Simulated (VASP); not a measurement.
Here is a VASP 6.6.1 calculation.

INCAR

```
SYSTEM = Ge
ALGO     = Normal         ! electronic algorithm
DIPOL    = 0.5 0.5 0.387
EDIFF    = 1E-6           ! SCF threshold, eV
ENCUT    = 520            ! plane-wave cutoff, eV
GGA      = PE             ! functional
IDIPOL   = 3            
ISIF     = 2              ! what is computed and relaxed
ISMEAR   = 0              ! smearing method
IVDW     = 12             ! dispersion correction
LASPH    = .True.         ! aspherical terms in the spheres
LCHARG   = .False.        ! write CHGCAR
LDIPOL   = .True.       
LREAL    = .False.        ! projectors in reciprocal space
LWAVE    = .False.        ! write WAVECAR
NBANDS   = 36             ! bands
NELM     = 100            ! most SCF steps
PREC     = Accurate       ! precision mode
SIGMA    = 0.1            ! smearing width, eV
```

KPOINTS

```
k-points
0
Gamma
  9 9 1
  0 0 0
```

File POSCAR:

```
Ge
1.0
    4.0226895355      0.0000000000      0.0000000000
   -2.0113447678      3.4837513293      0.0000000000
    0.0000000000      0.0000000000     18.8685220287
Ge
4
Direct
    0.3333333333      0.6666666667      0.2747571329
    0.6666666667      0.3333333333      0.2384924475
    0.0000000000      1.4444444444      0.5362646853
    0.3333333333      1.1111111111      0.5000000000
```

Potentials or basis: VASP PAW PBE potentials, release 64 (Ge_d).

The run is started by

```console
$ cat potpaw_PBE.64/Ge_d/POTCAR > POTCAR
$ mpirun -np 1 vasp_std > vasp.out
```

(1) Predict the dispersion energy per atom.

(2) Estimate the band gap on the k mesh.

## Answers

(1) -0.190 eV.

(2) 0.28 eV.

Caveat: the cell differs from its parent crystal (layers slid over each other).
